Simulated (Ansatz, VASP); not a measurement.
# CoO in VASP and in Ansatz

```xyz
2
Lattice="-1.5080 1.5080 2.1072 1.5080 -1.5080 2.1072 1.5080 1.5080 -2.1072" Properties=species:S:1:pos:R:3 pbc="T T T"
Co    0.0000    0.0000   -0.2500
O     0.0000    0.0000    2.1072
```

Change from the starting cell: all Co atoms moved -0.250 Å, as atom 1 along Cartesian [0 0 1].

Alike in both runs: task single point; functional PBE; k mesh 22 × 22 × 22; occupations gaussian, width 0.15 eV; collinear spin.

```csv
,VASP,Ansatz
version,VASP 6.6.1,Ansatz 0.2.0
potentials or method,"VASP PAW PBE potentials, release 64 (Co, O), cutoff 520 eV","scalar-relativistic, plane waves, PAW"
valence electrons in the cell,15,23
```

```tsv
	VASP	Ansatz	Ansatz less VASP
gap on the k mesh at the Fermi level (eV)	none	none	-
pressure (GPa)	6.4	6.8	+0.42
traceless stress, the component that is largest in VASP (GPa)	14.44	14.61	+0.172
rms of the force components (eV/Å)	0.779	0.774	-0.0051
net moment per atom (μB)	1.48	1.49	+0.008
size of the moment on the site where the two differ most (μB)	2.56	2.37	-0.192
```

Site moments also hang on the region over which each program counts them. Atom by atom the forces differ by 0.005 eV/Å (rms over components). A gap of «none» marks a metal or a gap that the smearing closes. VASP's potentials hold 15 valence electrons a cell and Ansatz's 23, so a difference there can come from the potentials and not from the codes.
